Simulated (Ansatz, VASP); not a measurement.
# Al in VASP and in Ansatz

```
CELL_PARAMETERS angstrom
0.00000 2.01946 2.01946
2.01946 0.00000 2.01946
2.01946 2.01946 0.00000
ATOMIC_POSITIONS crystal
Al 0.00000 0.00000 0.00000
```

Alike in both runs: task single point; functional r2SCAN; k mesh 8 × 8 × 8; occupations gaussian, width 0.1 eV; no spin polarisation.

|  | VASP | Ansatz |
| --- | --- | --- |
| version | VASP 6.6.1 | Ansatz 0.2.0 |
| potentials or method | VASP PAW PBE potentials, release 64 (Al), cutoff 550 eV | scalar-relativistic, plane waves, PAW |
| valence electrons in the cell | 3 | 3 |

```csv
,VASP,Ansatz,Ansatz less VASP
gap on the k mesh at the Fermi level (eV),none,none,-
pressure (GPa),-2.9,-2.6,+0.28
```

VASP's potentials were made for PBE, not for r2SCAN. A gap of «none» marks a metal or a gap that the smearing closes.
